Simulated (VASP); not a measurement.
A run of VASP 6.6.1 is set up as follows.

POSCAR

```
YCuSe3
1.0
    4.8163985371      0.0000000000      0.0000000000
    0.0000000000      4.8163985371      0.0000000000
    0.0000000000      0.0000000000      4.8163985371
Y Cu Se
1 1 3
Direct
    0.0000000000      0.0000000000      0.0000000000
    0.5000000000      0.5000000000      0.5000000000
    0.0000000000      0.5000000000      0.5000000000
    0.5000000000      0.0000000000      0.5000000000
    0.5000000000      0.5000000000      0.0000000000
```

File INCAR.step1:

```
PREC = Accurate ; ENCUT = 520
ISMEAR = 0 ; SIGMA = 0.1
LREAL = F ; LASPH = T
NELM = 150 ; ISPIN = 2
MAGMOM = 0 1 0 0 0 ; LMAXMIX = 4
NBANDS = 32 ; GGA = PE
ALGO = Normal ; EDIFF = 1E-4
LWAVE = T ; LCHARG = F
```

File INCAR.step2:

```
PREC = Accurate ; ENCUT = 520
EDIFF = 1E-7 ; ISMEAR = 0
SIGMA = 0.1 ; LREAL = F
LASPH = T ; NELM = 150
ALGO = Normal ; ISIF = 2
LWAVE = F ; LCHARG = F
ISPIN = 2 ; MAGMOM = 0 1 0 0 0
LORBIT = 11 ; LMAXMIX = 4
METAGGA = R2SCAN ; LMIXTAU = T
NBANDS = 32 ; ISTART = 1
```

Contents of KPOINTS:

```
Automatic mesh
0
Gamma
  4 4 4
```

Potentials or basis: VASP PAW PBE potentials, release 64 (Y_sv, Cu, Se).

Launch:

```console
$ cat potpaw_PBE.64/Y_sv/POTCAR potpaw_PBE.64/Cu/POTCAR potpaw_PBE.64/Se/POTCAR > POTCAR
$ cp INCAR.step1 INCAR
$ mpirun -np 1 vasp_std > vasp.out
$ cp INCAR.step2 INCAR
$ mpirun -np 1 vasp_std > vasp.out
```

(1) Predict the band gap on the k mesh.

(2) Predict the net moment.

(3) Predict the pressure.

Results:

(1) zero (filled and empty bands overlap).

(2) 0.00 μB per cell.

(3) -1.4 GPa.

Caveat: the PAW data sets were made with another functional, which shifts forces and pressure a little.
